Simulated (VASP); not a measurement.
# Zr (P6_3/mmc) in VASP: notebook

Runs on Zr. Level: LDA. Tasks: single point.

All numbers are computed with VASP 6.6.1; they aren't measurements. Logs are shortened: lines on timing, memory, paths and dates and some standing lists are left out, and cuts for length are marked.

## 1. The cell of the first run

Symmetry: P6_3/mmc, No. 194, hexagonal system. Conventional cell: a = 3.144 Å, b = 3.144 Å, c = 5.089 Å, α = 90.00°, β = 90.00°, γ = 120.00°. Zr (site symmetry -6m2) has 12 Zr at 3.13 to 3.14 Å within 4.1 Å.

## 2. Single point, LDA

INCAR reads:

```
SYSTEM = Zr
ALGO = Normal
EDIFF = 1E-6
ENCUT = 520
ISIF = 2
ISMEAR = 1
LASPH = .TRUE.
LCHARG = .FALSE.
LREAL = .FALSE.
LWAVE = .FALSE.
NBANDS = 19
NELM = 80
PREC = Accurate
SIGMA = 0.03
```

KPOINTS reads:

```
k-points
0
G
  12 12 6
  0 0 0
```

POSCAR reads:

```
Zr
1.0
    3.1439658570      0.0000000000      0.0000000000
   -1.5719829285      2.7227543008      0.0000000000
    0.0000000000      0.0000000000      5.0894642375
Zr
2
Direct
    0.3333333333      0.6666666667      0.2500000000
    0.6666666667      0.3333333333      0.7500000000
```

Potentials or basis: VASP PAW LDA potentials, release 64 (Zr_sv).

The run is started by

```
$ cat potpaw_LDA.64/Zr_sv/POTCAR > POTCAR
$ mpirun -np 1 vasp_std > vasp.out
```

OUTCAR:

```text
SYSTEM = Zr
   EDIFF = 1E-6
   ENCUT = 520
   ISIF = 2
   ISMEAR = 1
   LASPH = .TRUE.
   LREAL = .FALSE.
   NELM = 80
   PREC = Accurate

 ion  position               nearest neighbor table
   1  0.333  0.667  0.250-   2 3.13   2 3.13   2 3.13   2 3.13   2 3.13   2 3.13
   2  0.667  0.333  0.750-   1 3.13   1 3.13   1 3.13   1 3.13   1 3.13   1 3.13

  LATTYP: Found a hexagonal cell.
 ALAT       =     3.1439658570
 C/A-ratio  =     1.6188039149

  Lattice vectors:

 A1 = (   3.1439658570,   0.0000000000,   0.0000000000)
 A2 = (  -1.5719829285,   2.7227543008,   0.0000000000)
 A3 = (   0.0000000000,   0.0000000000,   5.0894642375)

Analysis of symmetry for initial positions (statically):
=====================================================================
 Subroutine PRICEL returns:
 Original cell was already a primitive cell.

 Routine SETGRP: Setting up the symmetry group for a
 hexagonal supercell.

 Subroutine GETGRP returns: Found 24 space group operations
 (whereof 12 operations were pure point group operations)
 out of a pool of 24 trial point group operations.

The static configuration has the point symmetry D_3d.
 The point group associated with its full space group is D_6h.

Analysis of symmetry for dynamics (positions and initial velocities):
=====================================================================
 Subroutine PRICEL returns:
 Original cell was already a primitive cell.

 Routine SETGRP: Setting up the symmetry group for a
 hexagonal supercell.

 Subroutine GETGRP returns: Found 24 space group operations
 (whereof 12 operations were pure point group operations)
 out of a pool of 24 trial point group operations.

The dynamic configuration has the point symmetry D_3d.
 The point group associated with its full space group is D_6h.

 Subroutine INISYM returns: Found 24 space group operations
 (whereof 12 operations are pure point group operations),
 and found     1 'primitive' translations

----------------------------------------------------------------------------------------

                                     Primitive cell

  volume of cell :      43.5671

  direct lattice vectors                    reciprocal lattice vectors
     3.143965857  0.000000000  0.000000000     0.318069612  0.183637576  0.000000000
    -1.571982928  2.722754301  0.000000000     0.000000000  0.367275152  0.000000000
     0.000000000  0.000000000  5.089464237     0.000000000  0.000000000  0.196484336

  length of vectors
     3.143965857  3.143965857  5.089464237     0.367275152  0.367275152  0.196484336

  position of ions in fractional coordinates (direct lattice)
     0.333333333  0.666666667  0.250000000
     0.666666667  0.333333333  0.750000000

  ion indices of the primitive-cell ions
   primitive index   ion index
                 1           1
                 2           2

----------------------------------------------------------------------------------------

 KPOINTS: k-points

Automatic generation of k-mesh.
 Grid dimensions read from file:
 generate k-points for:   12   12    6

 Generating k-lattice:

  Cartesian coordinates                     Fractional coordinates (reciprocal lattice)
     0.026505801  0.015303131  0.000000000     0.083333333  0.000000000  0.000000000
     0.000000000  0.030606263  0.000000000     0.000000000  0.083333333  0.000000000
     0.000000000  0.000000000  0.032747389     0.000000000  0.000000000  0.166666667

  Length of vectors
     0.030606263  0.030606263  0.032747389

  Shift w.r.t. Gamma in fractional coordinates (k-lattice)
     0.000000000  0.000000000  0.000000000

 Subroutine IBZKPT returns following result:
 ===========================================

 Found     76 irreducible k-points:

 Following reciprocal coordinates:
            Coordinates               Weight
  0.000000  0.000000  0.000000      1.000000
  0.083333  0.000000  0.000000      6.000000
  0.166667  0.000000  0.000000      6.000000
  0.250000  0.000000  0.000000      6.000000
  0.333333  0.000000  0.000000      6.000000
  0.416667  0.000000  0.000000      6.000000
[... 16 lines left out ...]
  0.250000  0.000000  0.166667     12.000000
  0.333333  0.000000  0.166667     12.000000
 [... further k-points ...]
   k-points           NKPTS =     76   k-points in BZ     NKDIM =     76   number of bands    NBANDS=     19
   number of dos      NEDOS =    301   number of ions     NIONS =      2
   total plane-waves  NPLWV =  23040
   dimension x,y,z NGX =    24 NGY =   24 NGZ =   40
   dimension x,y,z NGXF=    48 NGYF=   48 NGZF=   80
   ions per type =               2
   NGX,Y,Z   is equivalent  to a cutoff of  12.69, 12.69, 13.07 a.u.
   NGXF,Y,Z  is equivalent  to a cutoff of  25.38, 25.38, 26.13 a.u.
 SYSTEM =  Zr
   PREC   = accura    normal or accurate (medium, high low for compatibility)
   ISTART =      0    job   : 0-new  1-cont  2-samecut
   ICHARG =      2    charge: 1-file 2-atom 10-const
   ISPIN  =      1    spin polarized calculation?
   LNONCOLLINEAR =      F non collinear calculations
   LSORBIT =      F    spin-orbit coupling
   LASPH  =      T    aspherical Exc in radial PAW
   ENCUT  =  520.0 eV  38.22 Ry    6.18 a.u.   5.85  5.85  9.46*2*pi/ulx,y,z
   NELM   =     80;   NELMIN=  2; NELMDL= -5     # of ELM steps
   EDIFF  = 0.1E-05   stopping-criterion for ELM
   LREAL  =      F    real-space projection
   EDIFFG = 0.1E-04   stopping-criterion for IOM
   NSW    =      0    number of steps for IOM
   IBRION =     -1    ionic relax: 0-MD 1-quasi-New 2-CG
   NFREE  =      0    steps in history (QN), initial steepest desc. (CG)
   ISIF   =      2    stress and relaxation
   ISYM   =      2    0-nonsym 1-usesym 2-fastsym
   POTIM  = 0.5000    time-step for ionic-motion
   TEBEG  =    0.0;   TEEND  =   0.0 temperature during run
   PSTRESS=    0.0 pullay stress
   NELECT =      24.0000    total number of electrons
   NUPDOWN=      -1.0000    fix difference up-down
   EMIN   =  10.00;   EMAX   =-10.00  energy-range for DOS
   EFERMI =   0.00;   METHOD = LEGACY
   ISMEAR =     1;   SIGMA  =   0.03  broadening in eV -4-tet -1-fermi 0-gaus
   EFERMI_NEDOS =   21; number of points for ismear=-14 and -15
   IALGO  =     38    algorithm
   IMIX   =      4    mixing-type and parameters
     AMIX     =   0.40;   BMIX     =  1.00
     AMIX_MAG =   1.60;   BMIX_MAG =  1.00
  volume/ion in A,a.u.               =      21.78       147.00
  Fermi-wavevector in a.u.,A,eV,Ry     =   1.342020  2.536051 24.504349  1.801019
  Thomas-Fermi vector in A             =   2.470208
   LORBIT       =      0    0 simple, 1 ext, 2 COOP (PROOUT), +10 PAW based schemes
   GGA     = CA    functional components
   LHFCALC =     F    Hartree Fock is set to
   AEXX    =    0.0000 exact exchange contribution
   IVDW    =     0    specifies the selected vdW correction
   LEPSILON=     F    determine dielectric tensor
   LRPA    =     F    only Hartree local field effects (RPA)
 non-spin polarized calculation
 Methfessel and Paxton  Order N= 1 SIGMA  =   0.03
  energy-cutoff  :      520.00
  volume of cell :       43.57
 maximum number of plane-waves:      1194
 NGX is ok and might be reduce to    24
   NGX = 11   NGY = 11   NGZ = 19

 number of electron      23.9999999 magnetization

 Free energy of the ion-electron system (eV)
  ---------------------------------------------------
  ext. energy  EPLUGINS =         0.00000000
  ---------------------------------------------------
  free energy    TOTEN  =       -18.57922448 eV

  energy without entropy =      -18.57942057  energy(sigma->0) =      -18.57928984

 E-fermi :   9.5557     XC(G=0): -11.6007

 val. band max:        9.5492565908   @ k =   0.2500   0.2500   0.5000
 cond. band min:       9.5852415389   @ k =   0.3333   0.2500   0.5000
 fundamental gap:      0.0359849481
 Fermi energy:         9.5557423769

 k-point     1 :       0.0000    0.0000    0.0000
  band No.  band energies     occupation
      1     -38.8882      2.00000
      2     -38.6920      2.00000
      3     -17.6730      2.00000
      4     -16.5857      2.00000
      5     -16.5857      2.00000
      6     -16.4489      2.00000
[... 11 lines left out ...]
     18      11.8920      0.00000
     19      14.3051      0.00000

 k-point     2 :       0.0833    0.0000    0.0000
  band No.  band energies     occupation
      1     -38.8772      2.00000
      2     -38.6869      2.00000
      3     -17.6466      2.00000
      4     -16.6485      2.00000
      5     -16.6055      2.00000
      6     -16.4890      2.00000
[... 11 lines left out ...]
     18      11.7052      0.00000
     19      14.4407      0.00000

 k-point     3 :       0.1667    0.0000    0.0000
  band No.  band energies     occupation
      1     -38.8468      2.00000
      2     -38.6734      2.00000
      3     -17.5708      2.00000
      4     -16.8194      2.00000
      5     -16.6605      2.00000
      6     -16.6578      2.00000
[... 11 lines left out ...]
     18      11.8730      0.00000
     19      14.7133      0.00000

 k-point     4 :       0.2500    0.0000    0.0000
  band No.  band energies     occupation
      1     -38.8033      2.00000
      2     -38.6566      2.00000
      3     -17.4563      2.00000
      4     -17.0511      2.00000
      5     -16.8833      2.00000
      6     -16.7256      2.00000
[... 11 lines left out ...]
     18      12.7268      0.00000
     19      14.9530      0.00000

 k-point     5 :       0.3333    0.0000    0.0000
  band No.  band energies     occupation
      1     -38.7563      2.00000
      2     -38.6428      2.00000
      3     -17.3210      2.00000
      4     -17.2796      2.00000
      5     -17.0952      2.00000
      6     -16.7906      2.00000
[... 11 lines left out ...]
     18      13.7688      0.00000
     19      15.1046      0.00000
[... 334 lines left out ...]
      2     -38.6999      2.00000
      3     -17.5744      2.00000
      4     -16.6360      2.00000
      5     -16.5941      2.00000
      6     -16.5757      2.00000
[... 11 lines left out ...]
     18      12.1071      0.00000
     19      14.4579      0.00000

 k-point    22 :       0.1667    0.0000    0.1667
  band No.  band energies     occupation
      1     -38.8354      2.00000
      2     -38.6853      2.00000
      3     -17.5129      2.00000
      4     -16.8016      2.00000
      5     -16.7209      2.00000
      6     -16.6446      2.00000
[... 11 lines left out ...]
     18      12.0577      0.00000
     19      14.6514      0.00000

 k-point    23 :       0.2500    0.0000    0.1667
  band No.  band energies     occupation
      1     -38.7936      2.00000
      2     -38.6666      2.00000
      3     -17.4332      2.00000
      4     -17.0165      2.00000
      5     -16.9279      2.00000
      6     -16.7104      2.00000
[... 11 lines left out ...]
     18      12.6384      0.00000
     19      14.8117      0.00000

 k-point    24 :       0.3333    0.0000    0.1667
  band No.  band energies     occupation
      1     -38.7487      2.00000
      2     -38.6505      2.00000
      3     -17.4110      2.00000
      4     -17.1889      2.00000
      5     -17.0929      2.00000
      6     -16.7736      2.00000
[... 11 lines left out ...]
     18      13.5827      0.00000
     19      14.9359      0.00000

 [... further k-points ...]
[... 5 lines left out ...]
  --------------------------------------------------------------------------------------
  -------------------------------------------------------------------------------------
  Total        0.0923131      0.0923131     -0.1112399      0.0000000     -0.0000000     -0.0000000
  in kB        3.3948121      3.3948121     -4.0908429      0.0000000     -0.0000000     -0.0000000
  external PRESSURE =       0.8995938 kB  Pullay stress =       0.0000000 kB

 VOLUME and BASIS-vectors are now :
 -----------------------------------------------------------------------------
  energy-cutoff  :      520.00
  volume of cell :       43.57
      direct lattice vectors                 reciprocal lattice vectors
     3.143965857  0.000000000  0.000000000     0.318069612  0.183637576  0.000000000
    -1.571982928  2.722754301  0.000000000     0.000000000  0.367275152  0.000000000
     0.000000000  0.000000000  5.089464237     0.000000000  0.000000000  0.196484336

 POSITION                                       TOTAL-FORCE (eV/Angst)
 -----------------------------------------------------------------------------------
     -0.00000      1.81517      1.27237         0.000000      0.000000      0.000000
      1.57198      0.90758      3.81710        -0.000000     -0.000000      0.000000
 -----------------------------------------------------------------------------------
    total drift:                                0.000000     -0.000000      0.000000

  FREE ENERGIE OF THE ION-ELECTRON SYSTEM (eV)
  ---------------------------------------------------
  free  energy   TOTEN  =       -18.5792244772 eV

  energy  without entropy=      -18.5794205727  energy(sigma->0) =      -18.57928984
```

Run time: 45 s. Hardware: 1 thread of AMD EPYC 9R45 (Zen 5), shared host; peak memory 0.14 GiB.

What came out:

| Item | Value |
| --- | --- |
| Free energy | -18.5792 eV |
| Pressure | 0.1 GPa |
| Band gap on the k mesh | zero (band 12 reaches 10.50 eV, above the bottom of band 13 at 9.34 eV) |

Levels at points of the mesh, in eV from the Fermi level:
```csv
k point,band 8,band 9,band 10,band 11,band 12,band 13,band 14,band 15,band 16,band 17
"(0.00, 0.00, 0.00)",-25.98,-5.74,-3.23,0.86,0.86,0.86,1.40,1.58,1.58,2.34
"(0.50, 0.00, 0.00)",-26.13,-2.82,-2.60,-2.37,0.05,0.58,0.76,1.48,5.37,5.64
"(0.00, 0.00, 0.50)",-26.06,-3.99,-3.99,-0.03,-0.03,0.79,0.79,0.79,0.79,4.21
"(0.50, 0.00, 0.50)",-26.27,-3.08,-3.08,-1.25,-1.25,1.96,1.96,2.37,2.37,5.61
```

## 3. Single point, LDA

INCAR reads:

```
SYSTEM = Zr
PREC = Accurate
ENCUT = 520
EDIFF = 1E-6
ISMEAR = 1
SIGMA = 0.1
LREAL = .False.
LASPH = .True.
NELM = 100
ALGO = Normal
ISIF = 2
LWAVE = .False.
LCHARG = .False.
NBANDS = 19
```

KPOINTS reads:

```
regular mesh
0
Gamma
  12 12 6
  0 0 0
```

POSCAR is that of step 2.

Potentials or basis: VASP PAW LDA potentials, release 64 (Zr_sv).

The run is started by

```
$ cat potpaw_LDA.64/Zr_sv/POTCAR > POTCAR
$ mpirun -np 1 vasp_std > vasp.out
```

It took 48 s on 1 thread of AMD EPYC 9R45 (Zen 5), shared host; peak memory 0.14 GiB.

It converged, with:

- Free energy: -18.5783 eV
- Pressure: 0.1 GPa
- Band gap on the k mesh: zero (band 12 reaches 10.50 eV, above the bottom of band 13 at 9.34 eV)

Stress tensor (GPa, compression positive):
```
 0.40  0.00  0.00
 0.00  0.40  0.00
 0.00  0.00 -0.38
```

Levels at points of the mesh, in eV from the Fermi level:
```csv
k point,band 8,band 9,band 10,band 11,band 12,band 13,band 14,band 15,band 16,band 17
"(0.00, 0.00, 0.00)",-25.98,-5.74,-3.23,0.85,0.86,0.86,1.39,1.58,1.58,2.33
"(0.50, 0.00, 0.00)",-26.13,-2.82,-2.60,-2.37,0.05,0.58,0.75,1.48,5.37,5.64
"(0.00, 0.00, 0.50)",-26.06,-3.99,-3.99,-0.04,-0.04,0.79,0.79,0.79,0.79,4.21
"(0.50, 0.00, 0.50)",-26.27,-3.08,-3.08,-1.25,-1.25,1.96,1.96,2.37,2.37,5.61
```

## 4. Single point, LDA

INCAR reads:

```
SYSTEM = Zr
ALGO = Normal
EDIFF = 1E-6
ENCUT = 520
GGA = CA
ISIF = 2
ISMEAR = 1
LASPH = .TRUE.
LCHARG = .FALSE.
LREAL = .FALSE.
LWAVE = .FALSE.
NBANDS = 19
NELM = 60
PREC = Accurate
SIGMA = 0.2
```

KPOINTS reads:

```
k-points
0
G
  12 12 6
  0 0 0
```

POSCAR is that of step 3.

The run is started by

```
$ cat potpaw_LDA.64/Zr_sv/POTCAR > POTCAR
$ mpirun -np 1 vasp_std > vasp.out
```

It took 52 s on 1 thread of AMD EPYC 9R45 (Zen 5), shared host; peak memory 0.14 GiB.

It converged, with:

| Property | Result |
| --- | --- |
| Free energy | -18.5786 eV |
| Pressure | 0.1 GPa |
| Band gap on the k mesh | zero (band 12 reaches 10.50 eV, above the bottom of band 13 at 9.34 eV) |

Stress tensor (GPa, compression positive):
```
 0.32  0.00  0.00
 0.00  0.32  0.00
 0.00  0.00 -0.21
```

Levels at points of the mesh, in eV from the Fermi level:
| k point | band 9 | band 10 | band 11 | band 12 | band 13 | band 14 | band 15 | band 16 |
| --- | --- | --- | --- | --- | --- | --- | --- | --- |
| (0.00, 0.00, 0.00) | -5.73 | -3.22 | 0.86 | 0.87 | 0.87 | 1.40 | 1.59 | 1.59 |
| (0.50, 0.00, 0.00) | -2.81 | -2.60 | -2.36 | 0.06 | 0.59 | 0.76 | 1.49 | 5.38 |
| (0.00, 0.00, 0.50) | -3.98 | -3.98 | -0.03 | -0.03 | 0.80 | 0.80 | 0.80 | 0.80 |
| (0.50, 0.00, 0.50) | -3.07 | -3.07 | -1.24 | -1.24 | 1.97 | 1.97 | 2.38 | 2.38 |

## 5. Single point, LDA

INCAR reads:

```
SYSTEM = Zr
ALGO     = Normal         ! electronic algorithm
EDIFF    = 1E-6           ! SCF threshold, eV
ENCUT    = 520            ! plane-wave cutoff, eV
ISIF     = 2              ! what is computed and relaxed
ISMEAR   = 1              ! smearing method
LASPH    = .True.         ! aspherical terms in the spheres
LCHARG   = .False.        ! write CHGCAR
LREAL    = .False.        ! projectors in reciprocal space
LWAVE    = .False.        ! write WAVECAR
NBANDS   = 19             ! bands
NELM     = 100            ! most SCF steps
PREC     = Accurate       ! precision mode
SIGMA    = 0.3            ! smearing width, eV
```

KPOINTS reads:

```
k-points
0
Gamma
  12 12 6
  0 0 0
```

POSCAR is that of step 4.

The run is started by

```
$ cat potpaw_LDA.64/Zr_sv/POTCAR > POTCAR
$ mpirun -np 1 vasp_std > vasp.out
```

Wall time 43 s (1 thread of AMD EPYC 9R45 (Zen 5), shared host); peak memory 0.14 GiB.

Results (log left out):

- Free energy: -18.5796 eV
- Pressure: 0.1 GPa
- Band gap on the k mesh: zero (band 12 reaches 10.50 eV, above the bottom of band 13 at 9.34 eV)

Stress tensor (GPa, compression positive):
```
 0.18  0.00  0.00
 0.00  0.18  0.00
 0.00  0.00 -0.14
```

Levels at points of the mesh, in eV from the Fermi level:
| k point | band 9 | band 10 | band 11 | band 12 | band 13 | band 14 | band 15 | band 16 |
| --- | --- | --- | --- | --- | --- | --- | --- | --- |
| (0.00, 0.00, 0.00) | -5.72 | -3.21 | 0.88 | 0.88 | 0.88 | 1.41 | 1.60 | 1.60 |
| (0.50, 0.00, 0.00) | -2.80 | -2.58 | -2.35 | 0.07 | 0.60 | 0.78 | 1.50 | 5.39 |
| (0.00, 0.00, 0.50) | -3.97 | -3.97 | -0.02 | -0.02 | 0.81 | 0.81 | 0.81 | 0.81 |
| (0.50, 0.00, 0.50) | -3.06 | -3.06 | -1.23 | -1.23 | 1.98 | 1.98 | 2.39 | 2.39 |

## 6. Summary

```csv
smearing,gap on the mesh (eV),pressure (GPa)
methfessel-paxton 0.03 eV,none,0.1
methfessel-paxton 0.1 eV,none,0.1
methfessel-paxton 0.2 eV,none,0.1
methfessel-paxton 0.3 eV,none,0.1
```

Alike in all rows: task single point; level LDA; potentials or basis VASP PAW LDA potentials, release 64 (Zr_sv); no spin polarisation; cell as given; k mesh 12 × 12 × 6; cutoff (eV) 520.

Every run on the cell as given and a fine mesh finds a metal.

Absolute energies hang on the potentials; compare differences alone.
